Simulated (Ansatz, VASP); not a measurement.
**One calculation of NiO, two programs**

File INCAR:

```
ALGO     = Normal         # electronic algorithm
EDIFF    = 1E-6           # SCF threshold, eV
ENCUT    = 700            # plane-wave cutoff, eV
GGA_COMPAT= F            
ISIF     = 2              # what is computed and relaxed
ISMEAR   = 0              # smearing method
ISPIN    = 2              # spin polarisation
LASPH    = T              # aspherical terms in the spheres
LCHARG   = T              # write CHGCAR
LDAU     = T              # DFT+U
LDAUJ    = 0 0          
LDAUL    = 2 -1           # shell
LDAUPRINT= 1            
LDAUTYPE = 2            
LDAUU    = 4.2 0          # U, eV
LELF     = T              # ELF
LMAXMIX  = 4              # l up to which the mixer works
LORBIT   = 11             # projections on sites
LREAL    = F              # projectors in reciprocal space
LVHAR    = T            
LWAVE    = F              # write WAVECAR
MAGMOM   = 0.5 0          # initial moments
NBANDS   = 23             # bands
NELM     = 200            # most SCF steps
PREC     = Accurate       # precision mode
SIGMA    = 0.05           # smearing width, eV
```

Contents of KPOINTS:

```
k-points
0
Gamma
  6 6 6
```

File POSCAR:

```
NiO
1.0
    0.0000000000      2.0913095126      2.0913095126
    2.0913095126      0.0000000000      2.0913095126
    2.0913095126      2.0913095126      0.0000000000
Ni O
1 1
Direct
    0.0000000000      0.0000000000      0.0000000000
    0.5000000000      0.5000000000      0.5000000000
```

Input for Ansatz:

```yaml
crystal:
  lattice:
    - [0.0, 2.0913095126, 2.0913095126]
    - [2.0913095126, 0.0, 2.0913095126]
    - [2.0913095126, 2.0913095126, 0.0]
  atoms:
    - { symbol: Ni, position: [0.0, 0.0, 0.0], spin: 0.5 }
    - { symbol: O, position: [0.5, 0.5, 0.5] }
basis:
  ecutwfc: 420
  ecutrho_ratio: 4
kpoints:
  mp_grid: { grid: [6, 6, 6] }
hamiltonian:
  xc: lda
  hubbard: { sites: [{ species: Ni, l: d, u_eff: 4.2 }] }
scf:
  occupations: { method: gaussian, width: 0.05 }
output:
  forces: true
  stress: true
  eigenvalues: true
  populations: true
  hubbard: { sites: [{ species: Ni, l: d }] }
magnetization:
  spin_polarized: true
```

Alike in both runs: task single point; functional LDA; k mesh 6 × 6 × 6; occupations gaussian, width 0.05 eV; collinear spin; Hubbard terms Ni d U = 4.2 eV.

```csv
,VASP,Ansatz
version,VASP 6.6.1,Ansatz 0.2.0
potentials or method,"VASP PAW LDA potentials, release 64 (Ni_sv_GW, O), cutoff 700 eV","scalar-relativistic, plane waves, PAW"
valence electrons in the cell,24,24
```

|  | VASP | Ansatz | Ansatz less VASP |
| --- | --- | --- | --- |
| gap on the k mesh at the Fermi level (eV) | 0.89 | 0.70 | -0.198 |
| least direct gap on the mesh (eV) | 1.84 | 1.63 | -0.208 |
| pressure (GPa) | -9.7 | -7.9 | +1.75 |
| net moment per atom (μB) | 1.00 | 1.00 | 0.000 |
| size of the moment on the site where the two differ most (μB) | 1.70 | 1.64 | -0.061 |

LDA's correlation is that of Perdew and Zunger in VASP and of Perdew and Wang (1992) in Ansatz. Site moments also hang on the region over which each program counts them. The programs project onto different local orbitals, so the same U acts differently, and such runs can settle in different states.

The k mesh is coarse, so the values compare programs but aren't converged.
